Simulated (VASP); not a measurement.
# La (Fm-3m) in VASP: single point with r2SCAN

Aim: the single point of La with r2SCAN.

All numbers are computed with VASP 6.6.1; they aren't measurements. Logs are shortened: lines on timing, memory, paths and dates and some standing lists are left out, and cuts for length are marked.

### 1 The cell of the first run

The structure is cubic, space group Fm-3m (No. 225). The conventional cell has a = 5.298 Å, b = 5.298 Å, c = 5.298 Å, α = 90.00°, β = 90.00°, γ = 90.00°. La (site symmetry m-3m) has 12 La at 3.75 Å within 4.9 Å.

### 2 Single point, r2SCAN

Contents of POSCAR:

```
La
1.0
    0.0000000000      2.6489949933      2.6489949933
    2.6489949933      0.0000000000      2.6489949933
    2.6489949933      2.6489949933      0.0000000000
La
1
Direct
    0.0000000000      0.0000000000      0.0000000000
```

Contents of INCAR.step1:

```
SYSTEM = La
PREC     = Accurate       ! precision mode
ENCUT    = 520            ! plane-wave cutoff, eV
ISMEAR   = 0              ! smearing method
SIGMA    = 0.05           ! smearing width, eV
LREAL    = .False.        ! projectors in reciprocal space
LASPH    = .True.         ! aspherical terms in the spheres
NELM     = 80             ! most SCF steps
NBANDS   = 12             ! bands
GGA      = PE             ! functional
ALGO     = Normal         ! electronic algorithm
EDIFF    = 1E-4           ! SCF threshold, eV
LWAVE    = .True.         ! write WAVECAR
LCHARG   = .False.        ! write CHGCAR
```

Contents of INCAR.step2:

```
SYSTEM = La
PREC     = Accurate       ! precision mode
ENCUT    = 520            ! plane-wave cutoff, eV
EDIFF    = 1E-6           ! SCF threshold, eV
ISMEAR   = 0              ! smearing method
SIGMA    = 0.05           ! smearing width, eV
LREAL    = .False.        ! projectors in reciprocal space
LASPH    = .True.         ! aspherical terms in the spheres
NELM     = 80             ! most SCF steps
ALGO     = Normal         ! electronic algorithm
ISIF     = 2              ! what is computed and relaxed
LWAVE    = .False.        ! write WAVECAR
LCHARG   = .False.        ! write CHGCAR
METAGGA  = R2SCAN         ! meta-GGA
LMIXTAU  = .True.       
NBANDS   = 12             ! bands
ISTART   = 1
```

Contents of KPOINTS:

```
regular mesh
0
Gamma
  14 14 14
  0 0 0
```

Potentials or basis: VASP PAW PBE potentials, release 64 (La).

The run is started by

```sh
$ cat potpaw_PBE.64/La/POTCAR > POTCAR
$ cp INCAR.step1 INCAR
$ mpirun -np 1 vasp_std > vasp.out
$ cp INCAR.step2 INCAR
$ mpirun -np 1 vasp_std > vasp.out
```

OUTCAR:

```text
SYSTEM = La
   PREC = Accurate
   ENCUT = 520
   EDIFF = 1E-6
   ISMEAR = 0
   LREAL = .False.
   LASPH = .True.
   NELM = 80
   ISIF = 2
   METAGGA = R2SCAN
   ISTART = 1

 ion  position               nearest neighbor table
   1  0.000  0.000  0.000-

  LATTYP: Found a face centered cubic cell.
 ALAT       =     5.2979899866

  Lattice vectors:

 A1 = (   0.0000000000,   2.6489949933,   2.6489949933)
 A2 = (   2.6489949933,   0.0000000000,   2.6489949933)
 A3 = (   2.6489949933,   2.6489949933,   0.0000000000)

Analysis of symmetry for initial positions (statically):
=====================================================================
 Subroutine PRICEL returns:
 Original cell was already a primitive cell.

 Routine SETGRP: Setting up the symmetry group for a
 face centered cubic supercell.

 Subroutine GETGRP returns: Found 48 space group operations
 (whereof 48 operations were pure point group operations)
 out of a pool of 48 trial point group operations.

The static configuration has the point symmetry O_h .

Analysis of symmetry for dynamics (positions and initial velocities):
=====================================================================
 Subroutine PRICEL returns:
 Original cell was already a primitive cell.

 Routine SETGRP: Setting up the symmetry group for a
 face centered cubic supercell.

 Subroutine GETGRP returns: Found 48 space group operations
 (whereof 48 operations were pure point group operations)
 out of a pool of 48 trial point group operations.

The dynamic configuration has the point symmetry O_h .

 Subroutine INISYM returns: Found 48 space group operations
 (whereof 48 operations are pure point group operations),
 and found     1 'primitive' translations

----------------------------------------------------------------------------------------

                                     Primitive cell

  volume of cell :      37.1769

  direct lattice vectors                    reciprocal lattice vectors
     0.000000000  2.648994993  2.648994993    -0.188750829  0.188750829  0.188750829
     2.648994993  0.000000000  2.648994993     0.188750829 -0.188750829  0.188750829
     2.648994993  2.648994993  0.000000000     0.188750829  0.188750829 -0.188750829

  length of vectors
     3.746244646  3.746244646  3.746244646     0.326926025  0.326926025  0.326926025

  position of ions in fractional coordinates (direct lattice)
     0.000000000  0.000000000  0.000000000

  ion indices of the primitive-cell ions
   primitive index   ion index
                 1           1

----------------------------------------------------------------------------------------

 KPOINTS: regular mesh

Automatic generation of k-mesh.
 Grid dimensions read from file:
 generate k-points for:   14   14   14

 Generating k-lattice:

  Cartesian coordinates                     Fractional coordinates (reciprocal lattice)
    -0.013482202  0.013482202  0.013482202     0.071428571  0.000000000  0.000000000
     0.013482202 -0.013482202  0.013482202     0.000000000  0.071428571  0.000000000
     0.013482202  0.013482202 -0.013482202     0.000000000  0.000000000  0.071428571

  Length of vectors
     0.023351859  0.023351859  0.023351859

  Shift w.r.t. Gamma in fractional coordinates (k-lattice)
     0.000000000  0.000000000  0.000000000

 Subroutine IBZKPT returns following result:
 ===========================================

 Found    104 irreducible k-points:

 Following reciprocal coordinates:
            Coordinates               Weight
  0.000000  0.000000  0.000000      1.000000
  0.071429  0.000000  0.000000      8.000000
  0.142857  0.000000  0.000000      8.000000
  0.214286  0.000000  0.000000      8.000000
  0.285714  0.000000  0.000000      8.000000
  0.357143  0.000000  0.000000      8.000000
[... 16 lines left out ...]
  0.214286  0.142857  0.000000     24.000000
  0.285714  0.142857  0.000000     24.000000
 [... further k-points ...]
   k-points           NKPTS =    104   k-points in BZ     NKDIM =    104   number of bands    NBANDS=     12
   number of dos      NEDOS =    301   number of ions     NIONS =      1
   total plane-waves  NPLWV =  21952
   dimension x,y,z NGX =    28 NGY =   28 NGZ =   28
   dimension x,y,z NGXF=    56 NGYF=   56 NGZF=   56
   ions per type =               1
   NGX,Y,Z   is equivalent  to a cutoff of  12.43, 12.43, 12.43 a.u.
   NGXF,Y,Z  is equivalent  to a cutoff of  24.85, 24.85, 24.85 a.u.
 SYSTEM =  La
   PREC   = accura    normal or accurate (medium, high low for compatibility)
   ISTART =      1    job   : 0-new  1-cont  2-samecut
   ICHARG =      0    charge: 1-file 2-atom 10-const
   ISPIN  =      1    spin polarized calculation?
   LNONCOLLINEAR =      F non collinear calculations
   LSORBIT =      F    spin-orbit coupling
   LASPH  =      T    aspherical Exc in radial PAW
   ENCUT  =  520.0 eV  38.22 Ry    6.18 a.u.   6.97  6.97  6.97*2*pi/ulx,y,z
   NELM   =     80;   NELMIN=  2; NELMDL=  0     # of ELM steps
   EDIFF  = 0.1E-05   stopping-criterion for ELM
   LREAL  =      F    real-space projection
   EDIFFG = 0.1E-04   stopping-criterion for IOM
   NSW    =      0    number of steps for IOM
   IBRION =     -1    ionic relax: 0-MD 1-quasi-New 2-CG
   NFREE  =      0    steps in history (QN), initial steepest desc. (CG)
   ISIF   =      2    stress and relaxation
   ISYM   =      2    0-nonsym 1-usesym 2-fastsym
   POTIM  = 0.5000    time-step for ionic-motion
   TEBEG  =    0.0;   TEEND  =   0.0 temperature during run
   PSTRESS=    0.0 pullay stress
   NELECT =      11.0000    total number of electrons
   NUPDOWN=      -1.0000    fix difference up-down
   EMIN   =  10.00;   EMAX   =-10.00  energy-range for DOS
   EFERMI =   0.00;   METHOD = LEGACY
   ISMEAR =     0;   SIGMA  =   0.05  broadening in eV -4-tet -1-fermi 0-gaus
   EFERMI_NEDOS =   21; number of points for ismear=-14 and -15
   IALGO  =     38    algorithm
   IMIX   =      4    mixing-type and parameters
     AMIX     =   0.40;   BMIX     =  1.00
     AMIX_MAG =   1.60;   BMIX_MAG =  1.00
  volume/ion in A,a.u.               =      37.18       250.88
  Fermi-wavevector in a.u.,A,eV,Ry     =   1.090891  2.061485 16.191513  1.190043
  Thomas-Fermi vector in A             =   2.227125
   LORBIT       =      0    0 simple, 1 ext, 2 COOP (PROOUT), +10 PAW based schemes
   METAGGA = R2SCAN    functional components
   LHFCALC =     F    Hartree Fock is set to
   AEXX    =    0.0000 exact exchange contribution
   IVDW    =     0    specifies the selected vdW correction
   LEPSILON=     F    determine dielectric tensor
   LRPA    =     F    only Hartree local field effects (RPA)
 non-spin polarized calculation
 Gauss-broadening in eV      SIGMA  =   0.05
  energy-cutoff  :      520.00
  volume of cell :       37.18
 maximum number of plane-waves:      1015
   NGX = 13   NGY = 13   NGZ = 13

 number of electron      10.9999999 magnetization

 Free energy of the ion-electron system (eV)
  ---------------------------------------------------
  ext. energy  EPLUGINS =         0.00000000
  ---------------------------------------------------
  free energy    TOTEN  =       -29.72786484 eV

  energy without entropy =      -29.72517985  energy(sigma->0) =      -29.72652235

 E-fermi :   7.9574     XC(G=0): -10.2139

 val. band max:        7.9571783376   @ k =   0.2857   0.1429   0.0000
 cond. band min:       7.9744652946   @ k =  -0.4286   0.2143   0.0714
 fundamental gap:      0.0172869571
 Fermi energy:         7.9573678705

 k-point     1 :       0.0000    0.0000    0.0000
  band No.  band energies     occupation
      1     -26.1094      2.00000
      2      -8.6155      2.00000
      3      -8.6155      2.00000
      4      -8.6155      2.00000
      5       4.6361      2.00000
      6       9.4727      0.00000
      7       9.6188      0.00000
      8       9.6188      0.00000
      9       9.6188      0.00000
     10      10.0630      0.00000
     11      10.0630      0.00000
     12      10.0630      0.00000

 k-point     2 :       0.0714    0.0000    0.0000
  band No.  band energies     occupation
      1     -26.0992      2.00000
      2      -8.6965      2.00000
      3      -8.6246      2.00000
      4      -8.6246      2.00000
      5       4.7967      2.00000
      6       9.0942      0.00000
      7       9.6458      0.00000
      8       9.6458      0.00000
      9       9.9059      0.00000
     10      10.0620      0.00000
     11      10.0620      0.00000
     12      10.0796      0.00000

 k-point     3 :       0.1429    0.0000    0.0000
  band No.  band energies     occupation
      1     -26.0704      2.00000
      2      -8.9169      2.00000
      3      -8.6501      2.00000
      4      -8.6501      2.00000
      5       5.2306      2.00000
      6       8.6898      0.00000
      7       9.6937      0.00000
      8       9.6937      0.00000
      9       9.9311      0.00000
     10      10.0623      0.00000
     11      10.0623      0.00000
     12      10.2882      0.00000
[... 286 lines left out ...]
 k-point    23 :       0.2143    0.1429    0.0000
  band No.  band energies     occupation
      1     -26.0262      2.00000
      2      -9.1049      2.00000
      3      -8.7628      2.00000
      4      -8.7515      2.00000
      5       5.8726      2.00000
      6       8.0786      0.00061
      7       9.4191      0.00000
      8       9.8703      0.00000
      9       9.9285      0.00000
     10      10.1887      0.00000
     11      10.2207      0.00000
     12      10.3669      0.00000

 k-point    24 :       0.2857    0.1429    0.0000
  band No.  band energies     occupation
      1     -25.9851      2.00000
      2      -9.3676      2.00000
      3      -8.8087      2.00000
      4      -8.7958      2.00000
      5       6.3616      2.00000
      6       7.9572      1.00428
      7       9.1023      0.00000
      8       9.8853      0.00000
      9      10.0411      0.00000
     10      10.1842      0.00000
     11      10.2186      0.00000
     12      10.4924      0.00000

 [... further k-points ...]
[... 5 lines left out ...]
  --------------------------------------------------------------------------------------
  -------------------------------------------------------------------------------------
  Total        0.0161185      0.0161185      0.0161185     -0.0000000     -0.0000000      0.0000000
  in kB        0.6946439      0.6946439      0.6946439     -0.0000000     -0.0000000      0.0000000
  external PRESSURE =       0.6946439 kB  Pullay stress =       0.0000000 kB

 VOLUME and BASIS-vectors are now :
 -----------------------------------------------------------------------------
  energy-cutoff  :      520.00
  volume of cell :       37.18
      direct lattice vectors                 reciprocal lattice vectors
     0.000000000  2.648994993  2.648994993    -0.188750829  0.188750829  0.188750829
     2.648994993  0.000000000  2.648994993     0.188750829 -0.188750829  0.188750829
     2.648994993  2.648994993  0.000000000     0.188750829  0.188750829 -0.188750829

 POSITION                                       TOTAL-FORCE (eV/Angst)
 -----------------------------------------------------------------------------------
      0.00000      0.00000      0.00000        -0.000000      0.000000      0.000000
 -----------------------------------------------------------------------------------
    total drift:                                0.000000      0.000000     -0.000000

  FREE ENERGIE OF THE ION-ELECTRON SYSTEM (eV)
  ---------------------------------------------------
  free  energy   TOTEN  =       -29.7278648431 eV

  energy  without entropy=      -29.7251798503  energy(sigma->0) =      -29.72652235
```

It took 1.9 min on 1 thread of Intel Xeon Platinum 8559C (Emerald Rapids), shared host; peak memory 0.21 GiB.

What came out:

```
Free energy : -29.7279 eV
Pressure    : 0.1 GPa
```

Caveat: the PAW data sets were made with another functional, which shifts forces and pressure a little; spin-orbit coupling is left out, which moves the levels of the heavy elements.
